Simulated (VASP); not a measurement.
# As (Fd-3m) in VASP: a series of runs, part 2 of 3

VASP 6.6.1.

### 3 Single point, r2SCAN

POSCAR

```
As
1.0
    0.0000000000      3.0043450054      3.0043450054
    3.0043450054      0.0000000000      3.0043450054
    3.0043450054      3.0043450054      0.0000000000
As
2
Direct
    0.0000000000      0.0000000000      0.0000000000
    0.2500000000      0.2500000000      0.2500000000
```

INCAR.step1

```
ALGO     = Normal         # electronic algorithm
EDIFF    = 1E-4           # SCF threshold, eV
ENCUT    = 520            # plane-wave cutoff, eV
GGA      = PE             # functional
ISMEAR   = -1             # smearing method
LASPH    = True           # aspherical terms in the spheres
LCHARG   = False          # write CHGCAR
LREAL    = False          # projectors in reciprocal space
LWAVE    = True           # write WAVECAR
NBANDS   = 12             # bands
NELM     = 60             # most SCF steps
PREC     = Accurate       # precision mode
SIGMA    = 0.1            # smearing width, eV
```

INCAR.step2

```
ALGO     = Normal         # electronic algorithm
EDIFF    = 1E-6           # SCF threshold, eV
ENCUT    = 520            # plane-wave cutoff, eV
ISIF     = 2              # what is computed and relaxed
ISMEAR   = -1             # smearing method
ISTART   = 1            
LASPH    = True           # aspherical terms in the spheres
LCHARG   = True           # write CHGCAR
LELF     = True           # ELF
LMIXTAU  = True         
LREAL    = False          # projectors in reciprocal space
LVHAR    = True         
LWAVE    = False          # write WAVECAR
METAGGA  = R2SCAN         # meta-GGA
NBANDS   = 12             # bands
NELM     = 60             # most SCF steps
PREC     = Accurate       # precision mode
SIGMA    = 0.1            # smearing width, eV
```

KPOINTS

```
k-points
0
Gamma
  10 10 10
```

Potentials or basis: VASP PAW PBE potentials, release 64 (As).

Command:

```bash
cat potpaw_PBE.64/As/POTCAR > POTCAR
cp INCAR.step1 INCAR
mpirun -np 1 vasp_std > vasp.out
cp INCAR.step2 INCAR
mpirun -np 1 vasp_std > vasp.out
```

OUTCAR:

```text
EDIFF = 1E-6
   ENCUT = 520
   ISIF = 2
   ISMEAR = -1
   ISTART = 1
   LASPH = True
   LREAL = False
   METAGGA = R2SCAN
   NELM = 60
   PREC = Accurate

 ion  position               nearest neighbor table
   1  0.000  0.000  0.000-   2 2.60   2 2.60   2 2.60   2 2.60
   2  0.250  0.250  0.250-   1 2.60   1 2.60   1 2.60   1 2.60

  LATTYP: Found a face centered cubic cell.
 ALAT       =     6.0086900108

  Lattice vectors:

 A1 = (   0.0000000000,   3.0043450054,   3.0043450054)
 A2 = (   3.0043450054,   0.0000000000,   3.0043450054)
 A3 = (   3.0043450054,   3.0043450054,   0.0000000000)

Analysis of symmetry for initial positions (statically):
=====================================================================
 Subroutine PRICEL returns:
 Original cell was already a primitive cell.

 Routine SETGRP: Setting up the symmetry group for a
 face centered cubic supercell.

 Subroutine GETGRP returns: Found 48 space group operations
 (whereof 24 operations were pure point group operations)
 out of a pool of 48 trial point group operations.

The static configuration has the point symmetry T_d .
 The point group associated with its full space group is O_h .

Analysis of symmetry for dynamics (positions and initial velocities):
=====================================================================
 Subroutine PRICEL returns:
 Original cell was already a primitive cell.

 Routine SETGRP: Setting up the symmetry group for a
 face centered cubic supercell.

 Subroutine GETGRP returns: Found 48 space group operations
 (whereof 24 operations were pure point group operations)
 out of a pool of 48 trial point group operations.

The dynamic configuration has the point symmetry T_d .
 The point group associated with its full space group is O_h .

 Subroutine INISYM returns: Found 48 space group operations
 (whereof 24 operations are pure point group operations),
 and found     1 'primitive' translations

----------------------------------------------------------------------------------------

                                     Primitive cell

  volume of cell :      54.2350

  direct lattice vectors                    reciprocal lattice vectors
     0.000000000  3.004345005  3.004345005    -0.166425627  0.166425627  0.166425627
     3.004345005  0.000000000  3.004345005     0.166425627 -0.166425627  0.166425627
     3.004345005  3.004345005  0.000000000     0.166425627  0.166425627 -0.166425627

  length of vectors
     4.248785453  4.248785453  4.248785453     0.288257641  0.288257641  0.288257641

  position of ions in fractional coordinates (direct lattice)
     0.000000000  0.000000000  0.000000000
     0.250000000  0.250000000  0.250000000

  ion indices of the primitive-cell ions
   primitive index   ion index
                 1           1
                 2           2

----------------------------------------------------------------------------------------

 KPOINTS: k-points

Automatic generation of k-mesh.
 Grid dimensions read from file:
 generate k-points for:   10   10   10

 Generating k-lattice:

  Cartesian coordinates                     Fractional coordinates (reciprocal lattice)
    -0.016642563  0.016642563  0.016642563     0.100000000  0.000000000  0.000000000
     0.016642563 -0.016642563  0.016642563     0.000000000  0.100000000  0.000000000
     0.016642563  0.016642563 -0.016642563     0.000000000  0.000000000  0.100000000

  Length of vectors
     0.028825764  0.028825764  0.028825764

  Shift w.r.t. Gamma in fractional coordinates (k-lattice)
     0.000000000  0.000000000  0.000000000

 Subroutine IBZKPT returns following result:
 ===========================================

 Found     47 irreducible k-points:

 Following reciprocal coordinates:
            Coordinates               Weight
  0.000000  0.000000  0.000000      1.000000
  0.100000  0.000000  0.000000      8.000000
  0.200000  0.000000  0.000000      8.000000
  0.300000  0.000000  0.000000      8.000000
  0.400000  0.000000  0.000000      8.000000
  0.500000  0.000000  0.000000      4.000000
[... 16 lines left out ...]
  0.300000  0.300000  0.000000      6.000000
  0.400000  0.300000  0.000000     24.000000
 [... further k-points ...]
   k-points           NKPTS =     47   k-points in BZ     NKDIM =     47   number of bands    NBANDS=     12
   number of dos      NEDOS =    301   number of ions     NIONS =      2
   total plane-waves  NPLWV =  32768
   dimension x,y,z NGX =    32 NGY =   32 NGZ =   32
   dimension x,y,z NGXF=    64 NGYF=   64 NGZF=   64
   ions per type =               2
   NGX,Y,Z   is equivalent  to a cutoff of  12.52, 12.52, 12.52 a.u.
   NGXF,Y,Z  is equivalent  to a cutoff of  25.04, 25.04, 25.04 a.u.
 SYSTEM =  unknown system
   PREC   = accura    normal or accurate (medium, high low for compatibility)
   ISTART =      1    job   : 0-new  1-cont  2-samecut
   ICHARG =      0    charge: 1-file 2-atom 10-const
   ISPIN  =      1    spin polarized calculation?
   LNONCOLLINEAR =      F non collinear calculations
   LSORBIT =      F    spin-orbit coupling
   LASPH  =      T    aspherical Exc in radial PAW
   ENCUT  =  520.0 eV  38.22 Ry    6.18 a.u.   7.90  7.90  7.90*2*pi/ulx,y,z
   NELM   =     60;   NELMIN=  2; NELMDL=  0     # of ELM steps
   EDIFF  = 0.1E-05   stopping-criterion for ELM
   LREAL  =      F    real-space projection
   EDIFFG = 0.1E-04   stopping-criterion for IOM
   NSW    =      0    number of steps for IOM
   IBRION =     -1    ionic relax: 0-MD 1-quasi-New 2-CG
   NFREE  =      0    steps in history (QN), initial steepest desc. (CG)
   ISIF   =      2    stress and relaxation
   ISYM   =      2    0-nonsym 1-usesym 2-fastsym
   POTIM  = 0.5000    time-step for ionic-motion
   TEBEG  =    0.0;   TEEND  =   0.0 temperature during run
   PSTRESS=    0.0 pullay stress
   NELECT =      10.0000    total number of electrons
   NUPDOWN=      -1.0000    fix difference up-down
   EMIN   =  10.00;   EMAX   =-10.00  energy-range for DOS
   EFERMI =   0.00;   METHOD = LEGACY
   ISMEAR =    -1;   SIGMA  =   0.10  broadening in eV -4-tet -1-fermi 0-gaus
   EFERMI_NEDOS =   21; number of points for ismear=-14 and -15
   IALGO  =     38    algorithm
   IMIX   =      4    mixing-type and parameters
     AMIX     =   0.40;   BMIX     =  1.00
     AMIX_MAG =   1.60;   BMIX_MAG =  1.00
  volume/ion in A,a.u.               =      27.12       183.00
  Fermi-wavevector in a.u.,A,eV,Ry     =   0.931784  1.760816 11.812858  0.868221
  Thomas-Fermi vector in A             =   2.058313
   LORBIT       =      0    0 simple, 1 ext, 2 COOP (PROOUT), +10 PAW based schemes
   METAGGA = R2SCAN    functional components
   LHFCALC =     F    Hartree Fock is set to
   AEXX    =    0.0000 exact exchange contribution
   IVDW    =     0    specifies the selected vdW correction
   LEPSILON=     F    determine dielectric tensor
   LRPA    =     F    only Hartree local field effects (RPA)
 non-spin polarized calculation
  energy-cutoff  :      520.00
  volume of cell :       54.23
 maximum number of plane-waves:      1476
   NGX = 15   NGY = 15   NGZ = 15

 number of electron      10.0000001 magnetization

 Free energy of the ion-electron system (eV)
  ---------------------------------------------------
  ext. energy  EPLUGINS =         0.00000000
  ---------------------------------------------------
  free energy    TOTEN  =       -28.59342046 eV

  energy without entropy =      -28.55279729  energy(sigma->0) =      -28.57310888

 E-fermi :   3.2169     XC(G=0):  -9.2187

 val. band max:        3.2035913671   @ k =   0.4000   0.3000   0.0000
 cond. band min:       3.2451798386   @ k =   0.4000   0.3000   0.1000
 fundamental gap:      0.0415884715
 Fermi energy:         3.2168815062

 k-point     1 :       0.0000    0.0000    0.0000
  band No.  band energies     occupation
      1     -11.4751      2.00000
      2      -2.6003      2.00000
      3       0.8450      2.00000
      4       0.8450      2.00000
      5       0.8450      2.00000
      6       3.8318      0.00426
      7       3.8318      0.00426
      8       3.8318      0.00426
      9       8.5949      0.00000
     10      11.5560      0.00000
     11      11.5560      0.00000
     12      13.5381      0.00000
[... 331 lines left out ...]
 k-point    24 :       0.4000    0.3000    0.0000
  band No.  band energies     occupation
      1      -9.9003      2.00000
      2      -6.6479      2.00000
      3      -1.2297      2.00000
      4      -1.0010      2.00000
      5       2.6928      1.98947
      6       3.2036      1.06635
      7       7.2066      0.00000
      8       7.3956      0.00000
      9       9.7947      0.00000
     10      12.3480      0.00000
     11      13.5301      0.00000
     12      15.2943      0.00000

 [... further k-points ...]
[... 5 lines left out ...]
  --------------------------------------------------------------------------------------
  -------------------------------------------------------------------------------------
  Total        0.4660758      0.4660758      0.4660758     -0.0000000     -0.0000000     -0.0000000
  in kB       13.7685360     13.7685360     13.7685360     -0.0000000     -0.0000000     -0.0000000
  external PRESSURE =      13.7685360 kB  Pullay stress =       0.0000000 kB

 VOLUME and BASIS-vectors are now :
 -----------------------------------------------------------------------------
  energy-cutoff  :      520.00
  volume of cell :       54.23
      direct lattice vectors                 reciprocal lattice vectors
     0.000000000  3.004345005  3.004345005    -0.166425627  0.166425627  0.166425627
     3.004345005  0.000000000  3.004345005     0.166425627 -0.166425627  0.166425627
     3.004345005  3.004345005  0.000000000     0.166425627  0.166425627 -0.166425627

 POSITION                                       TOTAL-FORCE (eV/Angst)
 -----------------------------------------------------------------------------------
      0.00000      0.00000      0.00000         0.000000      0.000000     -0.000000
      1.50217      1.50217      1.50217        -0.000000     -0.000000      0.000000
 -----------------------------------------------------------------------------------
    total drift:                               -0.000000      0.000000      0.000000

  FREE ENERGIE OF THE ION-ELECTRON SYSTEM (eV)
  ---------------------------------------------------
  free  energy   TOTEN  =       -28.5934204645 eV

  energy  without entropy=      -28.5527972869  energy(sigma->0) =      -28.57310888
```

Wall time 53 s (1 thread of AMD EPYC 9R45 (Zen 5), shared host); peak memory 0.16 GiB.

Results:

```yaml
Free_energy: -28.5934 eV
Pressure: 1.4 GPa
Band_gap_on_the_k_mesh: zero (band 5 reaches 4.16 eV, above the bottom of band 6 at 2.57 eV)
```

Caveat: the PAW data sets were made with another functional, which shifts forces and pressure a little.

(Continued in part 3 of 3.)
